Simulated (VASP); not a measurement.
**In3GaAs4: relaxation of cell and atoms with PBE**

The system is In3GaAs4.

```
In Ga As
1.0
     6.06919    0.00000    0.00000
     0.00000    6.06919    0.00000
     0.00000    0.00000    6.06919
In Ga As
3 1 4
Cartesian
  0.0000 3.0346 3.0346
  3.0346 0.0000 3.0346
  3.0346 3.0346 0.0000
  0.0000 0.0000 0.0000
  4.6122 4.6122 1.4570
  4.6122 1.4570 4.6122
  1.4570 4.6122 4.6122
  1.4570 1.4570 1.4570
```

```yaml
Program: VASP 6.6.1
Task: relaxation of cell and atoms
Functional: PBE
Potentials_or_basis: VASP PAW PBE potentials, release 64 (In_d, Ga_d, As)
Cutoff: 600 eV
k_mesh: 6 × 6 × 6
Occupations: gaussian, width 0.1 eV
Spin: no spin polarisation
Dipole_correction: no
Further_INCAR_settings: ALGO = Normal; EDIFF = 1e-07; IBRION = 2; EDIFFG = -0.01; NSW = 100; ISIF = 3
```

```json
{
  "Relaxed volume": "28.10 Å³/atom",
  "Relaxed cell": "a = 6.080 Å, b = 6.080 Å, c = 6.080 Å, α = 90.00°, β = 90.00°, γ = 90.00°",
  "Space group after relaxing (to 0.1 Å)": "P-43m (No. 215)",
  "Energy gained by relaxing": "0.1 meV/atom",
  "Ionic steps": "3",
  "Pressure after relaxing": "0.0 GPa",
  "Largest force after relaxing": "0.003 eV/Å",
  "Band gap on the k mesh": "zero (filled and empty bands touch)"
}
```

Forces on the atoms (eV/Å):
```
In   0.000  0.000  0.000
In   0.000  0.000  0.000
In   0.000  0.000  0.000
Ga   0.000  0.000  0.000
As   0.002  0.002 -0.002
As   0.002 -0.002  0.002
As  -0.002  0.002  0.002
As  -0.002 -0.002 -0.002
```

The path:
| step | energy change (eV) | largest force (eV/Å) | pressure (GPa) | volume (Å³) |
| --- | --- | --- | --- | --- |
| 1 | 0.0000 | 0.0110 | 0.29 | 223.56 |
| 2 | -0.0010 | 0.0011 | -0.09 | 225.18 |
| 3 | -0.0011 | 0.0034 | 0.00 | 224.79 |

Final structure:
```xyz
8
Lattice="6.0803 0.0000 0.0000 0.0000 6.0803 0.0000 0.0000 0.0000 6.0803" Properties=species:S:1:pos:R:3 pbc="T T T"
In    0.0000    3.0402    3.0402
In    3.0402    0.0000    3.0402
In    3.0402    3.0402    0.0000
Ga    0.0000    0.0000    0.0000
As    4.6209    4.6209    1.4594
As    4.6209    1.4594    4.6209
As    1.4594    4.6209    4.6209
As    1.4594    1.4594    1.4594
```

Levels at points of the mesh, in eV from the Fermi level:
```tsv
k point	band 34	band 35	band 36	band 37	band 38	band 39
(0.00, 0.00, 0.00)	-0.50	-0.05	-0.05	-0.05	1.60	1.60
(0.50, 0.00, 0.00)	-1.51	-1.23	-1.23	2.09	2.17	2.61
(0.50, 0.50, 0.00)	-1.15	-1.03	-0.75	2.15	2.17	2.64
(0.50, 0.50, 0.50)	-0.88	-0.78	-0.78	0.41	0.86	0.86
```

Wall time 16 min on 1 thread of Intel Xeon 8259CL (shared host), peak memory 0.48 GiB.

Caveat: semilocal functionals underestimate gaps, so a narrow gap can read as zero; spin-orbit coupling is left out, which moves the levels of the heavy elements.
